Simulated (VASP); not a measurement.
# Ge (Ia-3) in VASP: single point with r2SCAN

Aim: the single point of Ge with r2SCAN.

Program: VASP 6.6.1. These are calculated values, not measurements. Logs are shortened: lines on timing, memory, paths and dates and some standing lists are left out, and cuts for length are marked.

## (1) The cell of the first run

Symmetry: Ia-3, No. 206, cubic system. The conventional cell has a = 6.968 Å, b = 6.968 Å, c = 6.968 Å, α = 90.00°, β = 90.00°, γ = 90.00°. Ge (site symmetry 3) has 4 Ge at 2.43 to 2.51 Å within 3.2 Å.

## (2) Single point, r2SCAN

POSCAR reads:

```
Ge
1.0
   -3.4841702800      3.4841702800      3.4841702800
    3.4841702800     -3.4841702800      3.4841702800
    3.4841702800      3.4841702800     -3.4841702800
Ge
8
Direct
    0.5000000000      0.0000000000      0.7988990800
    0.7988990800      0.5000000000      0.0000000000
    0.0000000000      0.7988990800      0.5000000000
    0.7011009200      0.7011009200      0.7011009200
    0.5000000000      0.0000000000      0.2011009200
    0.2011009200      0.5000000000      0.0000000000
    0.0000000000      0.2011009200      0.5000000000
    0.2988990800      0.2988990800      0.2988990800
```

INCAR.step1 reads:

```
PREC     = Accurate       # precision mode
ENCUT    = 520            # plane-wave cutoff, eV
ISMEAR   = 0              # smearing method
SIGMA    = 0.1            # smearing width, eV
LREAL    = False          # projectors in reciprocal space
LASPH    = True           # aspherical terms in the spheres
NELM     = 60             # most SCF steps
NBANDS   = 66             # bands
GGA      = PE             # functional
ALGO     = Normal         # electronic algorithm
EDIFF    = 1E-4           # SCF threshold, eV
LWAVE    = True           # write WAVECAR
LCHARG   = False          # write CHGCAR
```

INCAR.step2 reads:

```
PREC     = Accurate       # precision mode
ENCUT    = 520            # plane-wave cutoff, eV
EDIFF    = 1E-7           # SCF threshold, eV
ISMEAR   = 0              # smearing method
SIGMA    = 0.1            # smearing width, eV
LREAL    = False          # projectors in reciprocal space
LASPH    = True           # aspherical terms in the spheres
NELM     = 60             # most SCF steps
ALGO     = Normal         # electronic algorithm
ISIF     = 2              # what is computed and relaxed
LWAVE    = False          # write WAVECAR
LCHARG   = False          # write CHGCAR
METAGGA  = R2SCAN         # meta-GGA
LMIXTAU  = True         
NBANDS   = 66             # bands
ISTART   = 1
```

KPOINTS reads:

```
Automatic mesh
0
Gamma
  4 4 4
```

Potentials or basis: VASP PAW PBE potentials, release 64 (Ge_d).

Run with:

```bash
$ cat potpaw_PBE.64/Ge_d/POTCAR > POTCAR
$ cp INCAR.step1 INCAR
$ mpirun -np 1 vasp_std > vasp.out
$ cp INCAR.step2 INCAR
$ mpirun -np 1 vasp_std > vasp.out
```

OUTCAR:

```text
PREC = Accurate
   ENCUT = 520
   EDIFF = 1E-7
   ISMEAR = 0
   LREAL = False
   LASPH = True
   NELM = 60
   ISIF = 2
   METAGGA = R2SCAN
   ISTART = 1

 ion  position               nearest neighbor table
   1  0.500  0.000  0.799-   5 2.43   4 2.51   2 2.51   3 2.51
   2  0.799  0.500  0.000-   6 2.43   4 2.51   3 2.51   1 2.51
   3  0.000  0.799  0.500-   7 2.43   4 2.51   1 2.51   2 2.51
   4  0.701  0.701  0.701-   8 2.43   2 2.51   3 2.51   1 2.51
   5  0.500  0.000  0.201-   1 2.43   7 2.51   8 2.51   6 2.51
   6  0.201  0.500  0.000-   2 2.43   5 2.51   8 2.51   7 2.51
   7  0.000  0.201  0.500-   3 2.43   6 2.51   8 2.51   5 2.51
   8  0.299  0.299  0.299-   4 2.43   5 2.51   6 2.51   7 2.51

  LATTYP: Found a body centered cubic cell.
 ALAT       =     6.9683405600

  Lattice vectors:

 A1 = (  -3.4841702800,   3.4841702800,   3.4841702800)
 A2 = (   3.4841702800,  -3.4841702800,   3.4841702800)
 A3 = (   3.4841702800,   3.4841702800,  -3.4841702800)

Analysis of symmetry for initial positions (statically):
=====================================================================
 Subroutine PRICEL returns:
 Original cell was already a primitive cell.

 Routine SETGRP: Setting up the symmetry group for a
 body centered cubic supercell.

 Subroutine GETGRP returns: Found 24 space group operations
 (whereof  6 operations were pure point group operations)
 out of a pool of 48 trial point group operations.

The static configuration has the point symmetry S_6 .
 The point group associated with its full space group is T_h .

Analysis of symmetry for dynamics (positions and initial velocities):
=====================================================================
 Subroutine PRICEL returns:
 Original cell was already a primitive cell.

 Routine SETGRP: Setting up the symmetry group for a
 body centered cubic supercell.

 Subroutine GETGRP returns: Found 24 space group operations
 (whereof  6 operations were pure point group operations)
 out of a pool of 48 trial point group operations.

The dynamic configuration has the point symmetry S_6 .
 The point group associated with its full space group is T_h .

 Subroutine INISYM returns: Found 24 space group operations
 (whereof  6 operations are pure point group operations),
 and found     1 'primitive' translations

----------------------------------------------------------------------------------------
[... 93 lines left out ...]
   NFREE  =      0    steps in history (QN), initial steepest desc. (CG)
   ISIF   =      2    stress and relaxation
   ISYM   =      2    0-nonsym 1-usesym 2-fastsym
   POTIM  = 0.5000    time-step for ionic-motion
   TEBEG  =    0.0;   TEEND  =   0.0 temperature during run
   PSTRESS=    0.0 pullay stress
   NELECT =     112.0000    total number of electrons
   NUPDOWN=      -1.0000    fix difference up-down
   EMIN   =  10.00;   EMAX   =-10.00  energy-range for DOS
   EFERMI =   0.00;   METHOD = LEGACY
   ISMEAR =     0;   SIGMA  =   0.10  broadening in eV -4-tet -1-fermi 0-gaus
   EFERMI_NEDOS =   21; number of points for ismear=-14 and -15
   IALGO  =     38    algorithm
   IMIX   =      4    mixing-type and parameters
     AMIX     =   0.40;   BMIX     =  1.00
     AMIX_MAG =   1.60;   BMIX_MAG =  1.00
  volume/ion in A,a.u.               =      21.15       142.71
  Fermi-wavevector in a.u.,A,eV,Ry     =   1.426795  2.696251 27.697964  2.035743
  Thomas-Fermi vector in A             =   2.547033
   LORBIT       =      0    0 simple, 1 ext, 2 COOP (PROOUT), +10 PAW based schemes
   METAGGA = R2SCAN    functional components
   LHFCALC =     F    Hartree Fock is set to
   AEXX    =    0.0000 exact exchange contribution
   IVDW    =     0    specifies the selected vdW correction
   LEPSILON=     F    determine dielectric tensor
   LRPA    =     F    only Hartree local field effects (RPA)
 non-spin polarized calculation
 Gauss-broadening in eV      SIGMA  =   0.10
  energy-cutoff  :      520.00
  volume of cell :      169.18
 maximum number of plane-waves:      4562
 NGX is ok and might be reduce to    48
   NGX = 23   NGY = 23   NGZ = 23

 number of electron     112.0000034 magnetization

 Free energy of the ion-electron system (eV)
  ---------------------------------------------------
  ext. energy  EPLUGINS =         0.00000000
  ---------------------------------------------------
  free energy    TOTEN  =      -109.65213947 eV

  energy without entropy =     -109.64727686  energy(sigma->0) =     -109.64970816

 E-fermi :   5.2709     XC(G=0): -11.3406

 val. band max:        5.0333182780   @ k =   0.5000   0.5000   0.2500
 cond. band min:       5.3011837285   @ k =  -0.2500   0.2500   0.2500
 fundamental gap:      0.2678654505
 Fermi energy:         5.2708784636

 k-point     1 :       0.0000    0.0000    0.0000
  band No.  band energies     occupation
      1     -20.1550      2.00000
      2     -20.1460      2.00000
      3     -20.1460      2.00000
      4     -20.1460      2.00000
      5     -20.1263      2.00000
      6     -20.1263      2.00000
[... 541 lines left out ...]
     65       8.9867      0.00000
     66       9.7864      0.00000

------------------------ aborting loop because EDIFF is reached ----------------------------------------

  FORCE on cell =-STRESS in cart. coord.  units (eV):
  Direction    XX          YY          ZZ          XY          YZ          ZX
  --------------------------------------------------------------------------------------
  -------------------------------------------------------------------------------------
  Total       -0.0304775     -0.0304775     -0.0304775     -0.0000000     -0.0000000     -0.0000000
  in kB       -0.2886235     -0.2886235     -0.2886235     -0.0000000     -0.0000000     -0.0000000
  external PRESSURE =      -0.2886235 kB  Pullay stress =       0.0000000 kB

 VOLUME and BASIS-vectors are now :
 -----------------------------------------------------------------------------
  energy-cutoff  :      520.00
  volume of cell :      169.18
      direct lattice vectors                 reciprocal lattice vectors
    -3.484170280  3.484170280  3.484170280     0.000000000  0.143506189  0.143506189
     3.484170280 -3.484170280  3.484170280     0.143506189  0.000000000  0.143506189
     3.484170280  3.484170280 -3.484170280     0.143506189  0.143506189  0.000000000

 POSITION                                       TOTAL-FORCE (eV/Angst)
 -----------------------------------------------------------------------------------
      1.04142      4.52559     -1.04142        -0.020306     -0.020306      0.020306
     -1.04142      1.04142      4.52559         0.020306     -0.020306     -0.020306
      4.52559     -1.04142      1.04142        -0.020306      0.020306     -0.020306
      2.44275      2.44275      2.44275         0.020306      0.020306      0.020306
     -1.04142      2.44275      1.04142         0.020306      0.020306     -0.020306
      1.04142     -1.04142      2.44275        -0.020306      0.020306      0.020306
      2.44275      1.04142     -1.04142         0.020306     -0.020306      0.020306
      1.04142      1.04142      1.04142        -0.020306     -0.020306     -0.020306
 -----------------------------------------------------------------------------------
    total drift:                                0.000000      0.000000     -0.000000

  FREE ENERGIE OF THE ION-ELECTRON SYSTEM (eV)
  ---------------------------------------------------
  free  energy   TOTEN  =      -109.6521394671 eV

  energy  without entropy=     -109.6472768571  energy(sigma->0) =     -109.64970816
```

Wall time 6.5 min (1 thread of Intel Xeon Platinum 8259CL at 2.50GHz (Skylake/Cascade Lake), shared host); peak memory 0.38 GiB.

What came out:

- Free energy: -109.6521 eV
- Pressure: 0.0 GPa
- Largest force: 0.035 eV/Å
- Band gap on the k mesh: zero (bands 56 and 57 overlap by 0.43 eV)

Forces in eV/Å, atoms in the order of the input:
```
Ge  -0.020 -0.020  0.020
Ge   0.020 -0.020 -0.020
Ge  -0.020  0.020 -0.020
Ge   0.020  0.020  0.020
Ge   0.020  0.020 -0.020
Ge  -0.020  0.020  0.020
Ge   0.020 -0.020  0.020
Ge  -0.020 -0.020 -0.020
```

Caveat: semilocal functionals underestimate gaps, so a narrow gap can read as zero; the PAW data sets were made with another functional, which shifts forces and pressure a little.
